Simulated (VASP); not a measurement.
Input of a VASP 6.6.1 run:

File POSCAR:

```
LiF
1.0
    3.2350632629      0.0000000000      0.0000000000
   -1.6175316315      2.8016469685      0.0000000000
    0.0000000000      0.0000000000      5.0246101514
Li F
2 2
Direct
    0.3333333333      0.6666666667     -0.0059835891
    0.6666666667      0.3333333333      0.4940164109
    0.3333333333      0.6666666667      0.3809835891
    0.6666666667      0.3333333333      0.8809835891
```

File INCAR.step1:

```
ALGO = Normal
EDIFF = 1E-4
ENCUT = 520
GGA = PE
ISMEAR = 0
LASPH = True
LCHARG = False
LREAL = False
LWAVE = True
NBANDS = 18
NELM = 60
PREC = Accurate
SIGMA = 0.01
```

Contents of INCAR.step2:

```
ALGO = Normal
EDIFF = 1E-6
ENCUT = 520
ISIF = 2
ISMEAR = 0
ISTART = 1
LASPH = True
LCHARG = False
LMIXTAU = True
LREAL = False
LWAVE = False
METAGGA = R2SCAN
NBANDS = 18
NELM = 60
PREC = Accurate
SIGMA = 0.01
```

File KPOINTS:

```
k-points
0
Gamma
  12 12 6
```

Potentials or basis: VASP PAW PBE potentials, release 64 (Li_sv, F).

Command:

```sh
$ cat potpaw_PBE.64/Li_sv/POTCAR potpaw_PBE.64/F/POTCAR > POTCAR
$ cp INCAR.step1 INCAR
$ mpirun -np 1 vasp_std > vasp.out
$ cp INCAR.step2 INCAR
$ mpirun -np 1 vasp_std > vasp.out
```

Problem. Predict the largest force.

Solution. 0.031 eV/Å.

Problem. Predict the band gap on the k mesh.

Solution. 7.92 eV.

Forces on the atoms (eV/Å):
```
Li   0.000  0.000 -0.031
Li   0.000  0.000 -0.031
F    0.000  0.000  0.031
F    0.000  0.000  0.031
```

Caveat: the cell differs from its parent crystal (strain +5.0%); the structure was generated, so it needn't be the stable form of LiF; the PAW data sets were made with another functional, which shifts forces and pressure a little. A k mesh can miss the band edges.
